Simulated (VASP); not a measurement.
Wanted: the native input for a VASP 6.6.1 run.

```yaml
Task: single point
Functional: PBE
Potentials_or_basis: VASP PAW PBE potentials, release 64 (Be, Pt, C)
Cutoff: 600 eV
k_mesh: 4 × 4 × 4
Occupations: gaussian, width 0.1 eV
Spin: no spin polarisation
Dipole_correction: no
Further_INCAR_settings: ALGO = Normal; EDIFF = 1e-06; NBANDS = 20
```

The structure of BePtC3 lies in POSCAR:

```
BePtC3
1.0
    3.9852285267      0.0000000000      0.0000000000
    0.0000000000      3.9852285267      0.0000000000
    0.0000000000      0.0000000000      3.9852285267
Be Pt C
1 1 3
Direct
    0.5000000000      0.5000000000      0.5000000000
    0.0000000000      0.0000000000      0.0000000000
    0.5000000000      0.0000000000      0.0000000000
    0.0000000000      0.5000000000      0.0000000000
    0.0000000000      0.0000000000      0.5000000000
```

These files were run (other wordings do the same):

INCAR

```
  ALGO = Normal
  EDIFF = 1E-6
  ENCUT = 600
  GGA = PE
  GGA_COMPAT = F
  ISIF = 2
  ISMEAR = 0
  LASPH = T
  LCHARG = F
  LREAL = F
  LWAVE = F
  NBANDS = 20
  NELM = 120
  PREC = Accurate
  SIGMA = 0.1
```

KPOINTS

```
k-points
0
Gamma
  4 4 4
```

Potentials or basis: VASP PAW PBE potentials, release 64 (Be, Pt, C).

Command:

```bash
$ cat potpaw_PBE.64/Be/POTCAR potpaw_PBE.64/Pt/POTCAR potpaw_PBE.64/C/POTCAR > POTCAR
$ mpirun -np 1 vasp_std > vasp.out
```

Results of the run:

* Pressure: 0.1 GPa
* Band gap on the k mesh: zero (band 12 reaches 5.76 eV, above the bottom of band 13 at 4.90 eV)

Caveat: the k points lie up to 0.39 Å⁻¹ apart; spin-orbit coupling is left out, which moves the levels of the heavy elements.

Wall time 12 s on 1 thread of Intel Xeon 8259CL, with other jobs on the host, peak memory 0.19 GiB.
